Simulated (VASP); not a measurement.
Set up this calculation in VASP 6.6.1, as the native input.

- Task: single point
- Functional: PBE
- Potentials or basis: VASP PAW PBE potentials, release 64 (Si, S)
- Cutoff: 520 eV
- k mesh: 7 × 7 × 1
- Occupations: gaussian, width 0.05 eV
- Spin: collinear spin, ferromagnetic start
- Starting moments: [0.0, 0.0, 0.0, 0.0, 2.0] μB
- Dipole correction: yes
- Further INCAR settings: ALGO = Normal; EDIFF = 1e-06; NBANDS = 23

The structure of Si4S lies in POSCAR:

```
Si4S
1.0
    3.8675355712      0.0000000000      0.0000000000
    0.0000000000      3.8675355712      0.0000000000
    0.0000000000      0.0000000000     19.6115149722
Si S
4 1
Direct
    0.0000000000      0.5000000000      0.2039618054
    0.0000000000      0.0000000000      0.2736851448
    0.5000000000      0.0000000000      0.3452315372
    0.5000000000      0.5000000000      0.4136098095
    0.8333333333      0.6666666667      0.4865161332
```

The input as run:

INCAR

```
ALGO = Normal ; DIPOL = 0.5 0.5 0.345
EDIFF = 1E-6 ; ENCUT = 520
GGA = PE ; IDIPOL = 3
ISIF = 2 ; ISMEAR = 0
ISPIN = 2 ; LASPH = T
LCHARG = F ; LDIPOL = T
LORBIT = 11 ; LREAL = F
LWAVE = F ; MAGMOM = 0 0 0 0 2
NBANDS = 23 ; NELM = 150
PREC = Accurate ; SIGMA = 0.05
```

KPOINTS

```
k-points
0
Gamma
  7 7 1
```

Potentials or basis: VASP PAW PBE potentials, release 64 (Si, S).

Run with:

```bash
$ cat potpaw_PBE.64/Si/POTCAR potpaw_PBE.64/S/POTCAR > POTCAR
$ mpirun -np 1 vasp_std > vasp.out
```

Results of the run:

- Largest force: 1.020 eV/Å
- Net moment: 0.20 μB per cell
- Site moments: Si +0.04, +0.01; S +0.02 μB
- Valence electrons inside the program's atomic spheres: Si 1.58, 1.67, 1.60; S 3.69

Run time: 14 min on 1 thread of Intel(R) Xeon(R) Platinum 8259CL CPU @ 2.50GHz (Skylake/Cascade Lake), on a shared host, peak memory 0.59 GiB.
